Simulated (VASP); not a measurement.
# NaMgCu2O3 (P2/m) in VASP: single point with PBE

Aim: the single point of NaMgCu2O3 with PBE.

Program: VASP 6.6.1. These are calculated values, not measurements. Logs are shortened: lines on timing, memory, paths and dates and some standing lists are left out, and cuts for length are marked.

**1. The cell of the first run**

It takes space group P2/m (No. 10, monoclinic). Conventional cell: a = 3.593 Å, b = 3.127 Å, c = 7.779 Å, α = 90.00°, β = 90.89°, γ = 90.00°. Na (site symmetry 2/m) has 8 O at 2.38 to 3.00 Å and 8 Cu at 3.05 Å within 3.1 Å. Within 2.7 Å of Mg (site symmetry 2/m) lie 4 O at 2.05 Å. Within 2.5 Å of Cu (site symmetry m) lie 3 O at 1.90 to 1.92 Å. Within 2.5 Å of O (site symmetry m) lie 2 Cu at 1.91 to 1.92 Å and 2 Mg at 2.05 Å. O (site symmetry 2/m) has 2 Cu at 1.90 Å and 4 Na at 2.38 Å within 2.5 Å.

**2. Single point, PBE**

Contents of INCAR:

```
  PREC = Accurate
  ENCUT = 520
  EDIFF = 1E-6
  ISMEAR = -1
  SIGMA = 0.05
  LREAL = F
  LASPH = T
  NELM = 100
  ALGO = Normal
  ISIF = 2
  LWAVE = F
  LCHARG = T
  GGA = PE
  LELF = T
  LVHAR = T
  NBANDS = 34
```

Contents of KPOINTS:

```
regular mesh
0
Gamma
  7 8 3
```

Contents of POSCAR:

```
NaMgCu2O3
1.0
    3.5934100000      0.0000000000      0.0000000000
    0.0000000000      3.1267000000      0.0000000000
   -0.1213100000      0.0000000000      7.7776900000
Na Mg Cu O
1 1 2 3
Direct
    0.0000000000      0.5000000000      0.0000000000
    0.0000000000      0.5000000000      0.5000000000
    0.4915200000      0.0000000000      0.7553000000
    0.5084800000      0.0000000000      0.2447000000
    0.0125900000      0.0000000000      0.3292100000
    0.5000000000      0.0000000000      0.0000000000
    0.9874100000      0.0000000000      0.6707900000
```

Potentials or basis: VASP PAW PBE potentials, release 64 (Na_pv, Mg, Cu, O).

The run is started by

```
cat potpaw_PBE.64/Na_pv/POTCAR potpaw_PBE.64/Mg/POTCAR potpaw_PBE.64/Cu/POTCAR potpaw_PBE.64/O/POTCAR > POTCAR
mpirun -np 1 vasp_std > vasp.out
```

OUTCAR:

```text
PREC = Accurate
   ENCUT = 520
   EDIFF = 1E-6
   ISMEAR = -1
   LREAL = F
   LASPH = T
   NELM = 100
   ISIF = 2
   GGA = PE

 ion  position               nearest neighbor table
   1  0.000  0.500  0.000-
   2  0.000  0.500  0.500-   5 2.05   7 2.05   5 2.05   7 2.05   3 3.07   4 3.07   3 3.07   4 3.07
                             4 3.14   4 3.14   3 3.14   3 3.14
   3  0.492  0.000  0.755-   6 1.90   7 1.91   7 1.92   2 3.07   2 3.07   2 3.14   2 3.14
   4  0.508  0.000  0.245-   6 1.90   5 1.91   5 1.92   2 3.07   2 3.07   2 3.14   2 3.14
   5  0.013  0.000  0.329-   4 1.91   4 1.92   2 2.05   2 2.05
   6  0.500  0.000  0.000-   3 1.90   4 1.90
   7  0.987  0.000  0.671-   3 1.91   3 1.92   2 2.05   2 2.05

  LATTYP: Found a simple monoclinic cell.
 ALAT       =     3.5934100000
 B/A-ratio  =     0.8701205818
 C/A-ratio  =     2.1646948133
 COS(beta)  =    -0.0155952792

  Lattice vectors:

 A1 = (   3.5934100000,   0.0000000000,   0.0000000000)
 A2 = (   0.0000000000,   3.1267000000,   0.0000000000)
 A3 = (  -0.1213100000,   0.0000000000,   7.7776900000)

Analysis of symmetry for initial positions (statically):
=====================================================================
 Subroutine PRICEL returns:
 Original cell was already a primitive cell.

 Routine SETGRP: Setting up the symmetry group for a
 simple monoclinic supercell.

 Subroutine GETGRP returns: Found  4 space group operations
 (whereof  4 operations were pure point group operations)
 out of a pool of  4 trial point group operations.

The static configuration has the point symmetry C_2h.

Analysis of symmetry for dynamics (positions and initial velocities):
=====================================================================
 Subroutine PRICEL returns:
 Original cell was already a primitive cell.

 Routine SETGRP: Setting up the symmetry group for a
 simple monoclinic supercell.

 Subroutine GETGRP returns: Found  4 space group operations
 (whereof  4 operations were pure point group operations)
 out of a pool of  4 trial point group operations.

The dynamic configuration has the point symmetry C_2h.

 Subroutine INISYM returns: Found  4 space group operations
 (whereof  4 operations are pure point group operations),
 and found     1 'primitive' translations

----------------------------------------------------------------------------------------

                                     Primitive cell
[... 98 lines left out ...]
   LASPH  =      T    aspherical Exc in radial PAW
   ENCUT  =  520.0 eV  38.22 Ry    6.18 a.u.   6.68  5.81 14.46*2*pi/ulx,y,z
   NELM   =    100;   NELMIN=  2; NELMDL= -5     # of ELM steps
   EDIFF  = 0.1E-05   stopping-criterion for ELM
   LREAL  =      F    real-space projection
   EDIFFG = 0.1E-04   stopping-criterion for IOM
   NSW    =      0    number of steps for IOM
   IBRION =     -1    ionic relax: 0-MD 1-quasi-New 2-CG
   NFREE  =      0    steps in history (QN), initial steepest desc. (CG)
   ISIF   =      2    stress and relaxation
   ISYM   =      2    0-nonsym 1-usesym 2-fastsym
   POTIM  = 0.5000    time-step for ionic-motion
   TEBEG  =    0.0;   TEEND  =   0.0 temperature during run
   PSTRESS=    0.0 pullay stress
   NELECT =      49.0000    total number of electrons
   NUPDOWN=      -1.0000    fix difference up-down
   EMIN   =  10.00;   EMAX   =-10.00  energy-range for DOS
   EFERMI =   0.00;   METHOD = LEGACY
   ISMEAR =    -1;   SIGMA  =   0.05  broadening in eV -4-tet -1-fermi 0-gaus
   EFERMI_NEDOS =   21; number of points for ismear=-14 and -15
   IALGO  =     38    algorithm
   IMIX   =      4    mixing-type and parameters
     AMIX     =   0.40;   BMIX     =  1.00
     AMIX_MAG =   1.60;   BMIX_MAG =  1.00
  volume/ion in A,a.u.               =      12.48        84.24
  Fermi-wavevector in a.u.,A,eV,Ry     =   1.349975  2.551082 24.795691  1.822432
  Thomas-Fermi vector in A             =   2.477517
   LORBIT       =      0    0 simple, 1 ext, 2 COOP (PROOUT), +10 PAW based schemes
   GGA     = PE    functional components
   LHFCALC =     F    Hartree Fock is set to
   AEXX    =    0.0000 exact exchange contribution
   IVDW    =     0    specifies the selected vdW correction
   LEPSILON=     F    determine dielectric tensor
   LRPA    =     F    only Hartree local field effects (RPA)
 non-spin polarized calculation
  energy-cutoff  :      520.00
  volume of cell :       87.39
 maximum number of plane-waves:      2378
   NGX = 13   NGY = 11   NGZ = 29

 number of electron      49.0000047 magnetization

 Free energy of the ion-electron system (eV)
  ---------------------------------------------------
  ext. energy  EPLUGINS =         0.00000000
  ---------------------------------------------------
  free energy    TOTEN  =       -33.20210242 eV

  energy without entropy =      -33.17526296  energy(sigma->0) =      -33.18868269

 E-fermi :   3.4183     XC(G=0): -10.2337

 val. band max:        3.4173990842   @ k =   0.0000   0.2500   0.0000
 cond. band min:       3.4183964425   @ k =   0.2857   0.1250  -0.0000
 fundamental gap:      0.0009973583
 Fermi energy:         3.4182835398

 k-point     1 :       0.0000    0.0000    0.0000
  band No.  band energies     occupation
      1     -18.8356      2.00000
      2     -18.6739      2.00000
      3     -18.6708      2.00000
      4     -15.4187      2.00000
      5     -14.9323      2.00000
      6     -13.6096      2.00000
[... 877 lines left out ...]
     33      14.1820      0.00000
     34      14.5568      0.00000

 [... further k-points ...]
[... 5 lines left out ...]
  --------------------------------------------------------------------------------------
  -------------------------------------------------------------------------------------
  Total        0.5666127      0.1172389      0.3077684      0.0000000      0.0000000      0.0617829
  in kB       10.3885102      2.1495060      5.6427531      0.0000000      0.0000000      1.1327539
  external PRESSURE =       6.0602565 kB  Pullay stress =       0.0000000 kB

 VOLUME and BASIS-vectors are now :
 -----------------------------------------------------------------------------
  energy-cutoff  :      520.00
  volume of cell :       87.39
      direct lattice vectors                 reciprocal lattice vectors
     3.593410000  0.000000000  0.000000000     0.278287198  0.000000000  0.004340494
     0.000000000  3.126700000  0.000000000     0.000000000  0.319826015  0.000000000
    -0.121310000  0.000000000  7.777690000     0.000000000  0.000000000  0.128572880

 POSITION                                       TOTAL-FORCE (eV/Angst)
 -----------------------------------------------------------------------------------
      0.00000      1.56335      0.00000         0.000000      0.000000      0.000000
     -0.06066      1.56335      3.88884        -0.000000      0.000000      0.000000
      1.67461      0.00000      5.87449         0.000470      0.000000     -0.035010
      1.79749      0.00000      1.90320        -0.000470     -0.000000      0.035010
      0.00530      0.00000      2.56049        -0.048493      0.000000      0.043968
      1.79670      0.00000      0.00000        -0.000000      0.000000      0.000000
      3.46680      0.00000      5.21720         0.048493     -0.000000     -0.043968
 -----------------------------------------------------------------------------------
    total drift:                                0.000000      0.000000     -0.000000

  FREE ENERGIE OF THE ION-ELECTRON SYSTEM (eV)
  ---------------------------------------------------
  free  energy   TOTEN  =       -33.2021024163 eV

  energy  without entropy=      -33.1752629630  energy(sigma->0) =      -33.18868269
```

OSZICAR:

```text
N       E                     dE             d eps       ncg     rms          rms(c)
DAV:   1     0.534528977293E+03    0.53453E+03   -0.22346E+04  3764   0.188E+03
DAV:   2     0.494211447354E+02   -0.48511E+03   -0.44840E+03  3832   0.448E+02
DAV:   3    -0.382338508965E+02   -0.87655E+02   -0.83063E+02  4846   0.199E+02
DAV:   4    -0.432545299722E+02   -0.50207E+01   -0.49505E+01  5196   0.500E+01
DAV:   5    -0.433606708751E+02   -0.10614E+00   -0.10593E+00  4752   0.755E+00    0.218E+01
DAV:   6    -0.400744233506E+02    0.32862E+01   -0.73300E+01  5722   0.161E+02    0.174E+01
DAV:   7    -0.332922360416E+02    0.67822E+01   -0.21064E+01  4890   0.117E+02    0.438E+00
DAV:   8    -0.333362328326E+02   -0.43997E-01   -0.36456E+00  5434   0.137E+01    0.244E+00
DAV:   9    -0.332139207315E+02    0.12231E+00   -0.21631E-01  5554   0.518E+00    0.108E+00
DAV:  10    -0.332183922620E+02   -0.44715E-02   -0.70921E-02  5546   0.359E+00    0.770E-01
DAV:  11    -0.332015720369E+02    0.16820E-01   -0.29330E-02  6094   0.320E+00    0.172E-01
DAV:  12    -0.332022774384E+02   -0.70540E-03   -0.76686E-03  5404   0.756E-01    0.129E-01
DAV:  13    -0.332021382081E+02    0.13923E-03   -0.62181E-04  6296   0.298E-01    0.678E-02
DAV:  14    -0.332021039948E+02    0.34213E-04   -0.39914E-04  5996   0.318E-01    0.200E-02
DAV:  15    -0.332021026089E+02    0.13859E-05   -0.34065E-05  5896   0.865E-02    0.834E-03
DAV:  16    -0.332021024163E+02    0.19268E-06   -0.70295E-06  5368   0.301E-02
   1 F= -.33202102E+02 E0= -.33188683E+02  d E =-.268395E-01
```

stdout:

```text
POSCAR found type information on POSCAR NaMgCuO
 POSCAR found :  4 types and       7 ions
 scaLAPACK will be used
 LDA part: xc-table for (Slater+PW92), standard interpolation
 POSCAR, INCAR and KPOINTS ok, starting setup
 FFT: planning ... GRIDC
 FFT: planning ... GRID_SOFT
 FFT: planning ... GRID
 WAVECAR not read
 entering main loop
```

Run time: 2 min. Hardware: 1 thread of Intel Xeon Platinum 8375C at 2.90GHz (Ice Lake), shared host; peak memory 0.29 GiB.

Results:

* Free energy: -33.2021 eV
* Pressure: 0.6 GPa
* Largest force: 0.065 eV/Å

Forces in eV/Å, atoms in the order of the input:
```
Na   0.000  0.000  0.000
Mg   0.000  0.000  0.000
Cu   0.000  0.000 -0.035
Cu   0.000  0.000  0.035
O   -0.048  0.000  0.044
O    0.000  0.000  0.000
O    0.048  0.000 -0.044
```

Stress tensor (GPa, compression positive):
```
1.04 0.00 0.11
0.00 0.21 0.00
0.11 0.00 0.56
```

Caveat: an odd number of electrons without spin polarisation forces a metal; a magnetic or distorted state may lie lower. With open d or f shells a metallic result of PBE can be an artefact of self-interaction; +U or a hybrid may open a gap.
